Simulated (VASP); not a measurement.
Runs of VASP 6.6.1 on C. The structure is that of space group P4/mmm (No. 123), or close to it. The cells are those of the table. 

| task | potentials or basis | cell | k mesh | cutoff (eV) | second run | gap on the mesh (eV) | pressure (GPa) | relaxed volume (Å³/atom) | largest force (eV/Å) |
| --- | --- | --- | --- | --- | --- | --- | --- | --- | --- |
| single point | VASP PAW PBE potentials, release 64 (C) | a = 3.445, b = 3.445, c = 4.437 Å, 4 atoms | 14 × 14 × 12 | 520 | - | none | 0.2 | - | 0.04 |
| relaxation of cell and atoms | VASP PAW PBE potentials, release 64 (C_h) | relaxed from a = 3.445, b = 3.445, c = 4.180 Å, 4 atoms | 6 × 6 × 4 | 910 | hard_potentials | none | -0.2 | 12.40 | 0.04 |
| relaxation of cell and atoms | VASP PAW PBE potentials, release 64 (C) | relaxed from a = 3.445, b = 3.445, c = 4.126 Å, 4 atoms | 14 × 14 × 12 | 600 | - | none | -0.1 | (a) | - |
| single point | VASP PAW PBE potentials, release 64 (C) | a = 3.445, b = 3.445, c = 4.180 Å, 4 atoms | 4 × 4 × 10 | 520 | - | none | 0.3 | - | 0.03 |
| relaxation of cell and atoms | VASP PAW PBE potentials, release 64 (C) | relaxed from a = 3.445, b = 3.445, c = 4.180 Å, 4 atoms | 6 × 6 × 4 | 600 | - | none | -0.1 | 12.40 | 0.04 |

Alike in all rows: level PBE; no spin polarisation; smearing gaussian 0.1 eV.

**Question.** Estimate the missing entries.

**Answer.** (a) 12.24.

Caveats: some runs use coarse meshes; this functional lacks dispersion, which binds the layers, so the pressure and a relaxed spacing across them are unreliable; the cutoff is under 1.25 times the usual one of these potentials, so pressure, stress and relaxed cells hold a basis-set (Pulay) error (some runs).

A gap of «none» marks levels without a gap at the run's occupations.
